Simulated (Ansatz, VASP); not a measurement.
# Two plane-wave programs on NaH3

INCAR

```
SYSTEM = NaH3
ALGO = Normal
EDIFF = 1E-7
ENCUT = 520
GGA = CA
ISIF = 2
ISMEAR = 0
LASPH = .True.
LCHARG = .False.
LREAL = .False.
LWAVE = .False.
NBANDS = 20
NELM = 60
PREC = Accurate
SIGMA = 0.02
```

KPOINTS

```
k-points
0
Gamma
  6 6 6
  0 0 0
```

The input POSCAR:

```
NaH3
1.0
    6.0879264990     -2.2938453004      1.5764465589
    6.0879264990      2.2938453004      1.5764465589
   -2.5723296043      0.0000000000      3.7668282981
Na H
2 6
Direct
    0.4369250416     -0.0628367964     -0.0543204353
   -0.0628367964      0.4369250416      0.4456795647
    0.7198664582      0.1521497247      0.2691849888
   -0.0623190987      0.4369664885     -0.0534815374
    1.2228270389      0.6564211433      0.6222357140
    0.1521497247      0.7198664582      0.7691849888
    0.6564211433      1.2228270389      1.1222357140
    0.4369664885     -0.0623190987      0.4465184626
```

Input for Ansatz:

```yaml
crystal:
  lattice:
    - [6.087926499, -2.2938453004, 1.5764465589]
    - [6.087926499, 2.2938453004, 1.5764465589]
    - [-2.5723296043, 0.0, 3.7668282981]
  atoms:
    - { symbol: Na, position: [0.4369250416, -0.0628367964, -0.0543204353] }
    - { symbol: Na, position: [-0.0628367964, 0.4369250416, 0.4456795647] }
    - { symbol: H, position: [0.7198664582, 0.1521497247, 0.2691849888] }
    - { symbol: H, position: [-0.0623190987, 0.4369664885, -0.0534815374] }
    - { symbol: H, position: [1.2228270389, 0.6564211433, 0.622235714] }
    - { symbol: H, position: [0.1521497247, 0.7198664582, 0.7691849888] }
    - { symbol: H, position: [0.6564211433, 1.2228270389, 1.122235714] }
    - { symbol: H, position: [0.4369664885, -0.0623190987, 0.4465184626] }
basis:
  ecutwfc: 420
kpoints:
  mp_grid: { grid: [6, 6, 6] }
  band_path:
    path:
      - [[0.0, 0.0, 0.0], [-0.28757811, 0.28757811, 0.0]]
      - [[-0.71242189, -0.28757811, 0.0], [-0.5, -0.5, 0.0], [0.0, 0.0, 0.0], [-0.5, -0.5, 0.5], [-0.7475401, -0.2524599, 0.5]]
      - [[-0.2524599, 0.2524599, 0.5], [0.0, 0.0, 0.5], [0.0, 0.0, 0.0]]
      - [[-0.5, 0.0, 0.5], [0.0, 0.0, 0.0], [-0.5, 0.0, 0.0]]
    npoints: 14
hamiltonian:
  xc: lda
scf:
  occupations: { method: gaussian, width: 0.02 }
  n_extra_bands: 20
output:
  forces: true
  stress: true
  eigenvalues: true
  populations: true
  dos: { projected: true, de: 0.02, nscf_kmesh: { grid: [9, 9, 9] } }
  bader: true
  write_density: true
  write_potential: true
  elf: true
  volumetric_format: npy
```

Alike in both runs: task single point; functional LDA; k mesh 6 × 6 × 6; occupations gaussian, width 0.02 eV; no spin polarisation.

|  | VASP | Ansatz |
| --- | --- | --- |
| version | VASP 6.6.1 | Ansatz 0.2.0 |
| potentials or method | VASP PAW LDA potentials, release 64 (Na_pv, H), cutoff 520 eV | scalar-relativistic, plane waves, PAW |
| valence electrons in the cell | 20 | 24 |

Ansatz gave:

| Quantity | Value |
| --- | --- |
| gap on the k mesh at the Fermi level (eV) | 2.67 |
| least direct gap on the mesh (eV) | 2.72 |
| pressure (GPa) | -0.8 |
| traceless stress, the component that is largest in VASP (GPa) | -0.35 |
| rms of the force components (eV/Å) | 0.270 |

Estimate VASP's values.

gap on the k mesh at the Fermi level (eV): 2.67; least direct gap on the mesh (eV): 2.72; pressure (GPa): -0.9; traceless stress, the component that is largest in VASP (GPa): -0.37; rms of the force components (eV/Å): 0.275.

LDA's correlation is that of Perdew and Zunger in VASP and of Perdew and Wang (1992) in Ansatz. Atom by atom the forces differ by 0.005 eV/Å (rms over components). VASP's potentials hold 20 valence electrons a cell and Ansatz's 24, so a difference there can come from the potentials and not from the codes.
